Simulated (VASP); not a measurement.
Input of a VASP 6.6.1 run:

The input INCAR:

```
PREC = Accurate
ENCUT = 500
EDIFF = 1E-8
ISMEAR = 0
SIGMA = 0.01
LREAL = F
LASPH = T
NELM = 120
ALGO = Normal
ISIF = 2
LWAVE = F
LCHARG = T
GGA = PE
NBANDS = 16
IBRION = 8
NSW = 1
GGA_COMPAT = F
```

File KPOINTS:

```
regular mesh
0
Gamma
  12 12 12
```

Contents of POSCAR:

```
GaAs
1.0
    0.0000000000      2.8265000000      2.8265000000
    2.8265000000      0.0000000000      2.8265000000
    2.8265000000      2.8265000000      0.0000000000
Ga As
1 1
Direct
    0.0000000000      0.0000000000      0.0000000000
    0.2500000000      0.2500000000      0.2500000000
```

Potentials or basis: VASP PAW PBE potentials, release 64 (Ga_d, As).

The run is started by

```bash
$ cat potpaw_PBE.64/Ga_d/POTCAR potpaw_PBE.64/As/POTCAR > POTCAR
$ mpirun -np 1 vasp_std > vasp.out
```

Task: What does it give for the highest phonon frequency at Γ, LO-TO splitting left out?

Result: 268 cm⁻¹.

Phonon frequencies in cm⁻¹ (negative: imaginary):
| q point | frequencies |
| --- | --- |
| (0.000, 0.000, 0.000) | 0 0 0 268 268 268 |

Caveat: the cell wasn't relaxed at this level first, which shifts response properties.
